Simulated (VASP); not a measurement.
Set up this calculation in VASP 6.6.1, as the native input.

```
Task                   : single point
Functional             : PBEsol
Potentials or basis    : VASP PAW PBE potentials, release 64 (Pt)
Cutoff                 : 520 eV
k mesh                 : 12 × 9 × 1
Occupations            : fermi-dirac, width 0.1 eV
Spin                   : no spin polarisation
Dipole correction      : yes
Further INCAR settings : ALGO = Normal; EDIFF = 1e-06; NBANDS = 33
```

The structure of Pt lies in POSCAR:

```
Pt
1.0
    2.7716650196      0.0000000000      0.0000000000
    0.0000000000      3.9197262610      0.0000000000
    0.0000000000      0.0000000000     21.5433000000
Pt
5
Direct
    0.0000000000      0.0000000000      0.3713444543
    0.5000000000      0.5000000000      0.4356722270
    0.0000000000      0.0000000000      0.5000000000
    0.5000000000      0.5000000000      0.5643277730
    0.0000000000      0.0000000000      0.6286555457
```

These files were run (other wordings do the same):

INCAR

```
PREC = Accurate
ENCUT = 520
EDIFF = 1E-6
ISMEAR = -1
SIGMA = 0.1
LREAL = False
LASPH = True
NELM = 80
ALGO = Normal
ISIF = 2
LWAVE = False
LCHARG = False
LDIPOL = True
IDIPOL = 3
DIPOL = 0.5 0.5 0.500
GGA = PS
NBANDS = 33
```

KPOINTS

```
regular mesh
0
Gamma
  12 9 1
```

Potentials or basis: VASP PAW PBE potentials, release 64 (Pt).

Launch:

```sh
$ cat potpaw_PBE.64/Pt/POTCAR > POTCAR
$ mpirun -np 1 vasp_std > vasp.out
```

It gave:

```json
{"Largest force": "1.076 eV/Å", "Band gap on the k mesh": "zero (bands 25 and 26 overlap by 0.66 eV)"}
```

Caveat: the PAW data sets were made with another functional, which shifts forces and pressure a little; spin-orbit coupling is left out, which moves the levels of the heavy elements.

It took 14 min on 1 thread of Intel Xeon 8259CL, on a shared host, peak memory 0.43 GiB.
